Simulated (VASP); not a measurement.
BN:

```xyz
2
Lattice="0.0000 1.8029 1.8029 1.8029 0.0000 1.8029 1.8029 1.8029 0.0000" Properties=species:S:1:pos:R:3 pbc="T T T"
B     0.0000    0.0000    0.0000
N     0.9014    0.9014    0.9014
```

Base run:

- Program: VASP 6.6.1
- Functional: PBEsol
- Potentials or basis: VASP PAW PBE potentials, release 64 (B, N)
- Cutoff: 520 eV
- k mesh: 11 × 11 × 11
- Occupations: fermi-dirac, width 0.05 eV
- Spin: no spin polarisation

Its results: band gap on the k mesh 4.39 eV, indirect (least direct gap 8.80 eV); pressure 0.6 GPa.

Q: The run is repeated on the same cell with these changes: functional from PBEsol to LDA; potentials or basis from VASP PAW PBE potentials, release 64 (B, N) to VASP PAW LDA potentials, release 64 (B, N). What comes out?

A: Band gap on the k mesh 4.46 eV, indirect (least direct gap 8.72 eV); pressure -7.2 GPa.

Caveats: the PAW data sets were made with another functional, which shifts forces and pressure a little (some runs).

A k mesh can miss the band edges.
